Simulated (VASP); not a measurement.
Set up this calculation in VASP 6.6.1, as the native input.

- Task: single point
- Functional: PBEsol
- Potentials or basis: VASP PAW PBE potentials, release 64 (B, P)
- Cutoff: 500 eV
- k mesh: 10 × 10 × 10
- Occupations: gaussian, width 0.02 eV
- Spin: no spin polarisation
- Dipole correction: no
- Further INCAR settings: ALGO = Normal; EDIFF = 1e-06; NBANDS = 11

The structure of BP (pbesol) lies in POSCAR:

```
BP
1.0
    0.0000000000      2.3259508050      2.3259508050
    2.3259508050      0.0000000000      2.3259508050
    2.3259508050      2.3259508050      0.0000000000
B P
1 1
Direct
    0.0000000000      0.0000000000      0.0000000000
    0.2500000000      0.2500000000      0.2500000000
```

This cell differs from its parent crystal: volume scaled by 1.09.

The input as run:

INCAR

```
SYSTEM = BP
ALGO     = Normal         ! electronic algorithm
EDIFF    = 1E-6           ! SCF threshold, eV
ENCUT    = 500            ! plane-wave cutoff, eV
GGA      = PS             ! functional
GGA_COMPAT= .FALSE.      
ISIF     = 2              ! what is computed and relaxed
ISMEAR   = 0              ! smearing method
LASPH    = .TRUE.         ! aspherical terms in the spheres
LCHARG   = .TRUE.         ! write CHGCAR
LELF     = .TRUE.         ! ELF
LREAL    = .FALSE.        ! projectors in reciprocal space
LVHAR    = .TRUE.       
LWAVE    = .FALSE.        ! write WAVECAR
NBANDS   = 11             ! bands
NELM     = 120            ! most SCF steps
PREC     = Accurate       ! precision mode
SIGMA    = 0.02           ! smearing width, eV
```

KPOINTS

```
k-points
0
G
  10 10 10
  0 0 0
```

Potentials or basis: VASP PAW PBE potentials, release 64 (B, P).

Launch:

```bash
$ cat potpaw_PBE.64/B/POTCAR potpaw_PBE.64/P/POTCAR > POTCAR
$ mpirun -np 1 vasp_std > vasp.out
```

Results of the run:

The pressure is -12.3 GPa. The band gap on the k mesh is 1.22 eV, indirect (least direct gap 3.26 eV).

Caveat: the PAW data sets were made with another functional, which shifts forces and pressure a little.

Run time: 7.2 s on 1 thread of Intel Xeon 6975P-C, with other jobs on the host, peak memory 0.14 GiB.
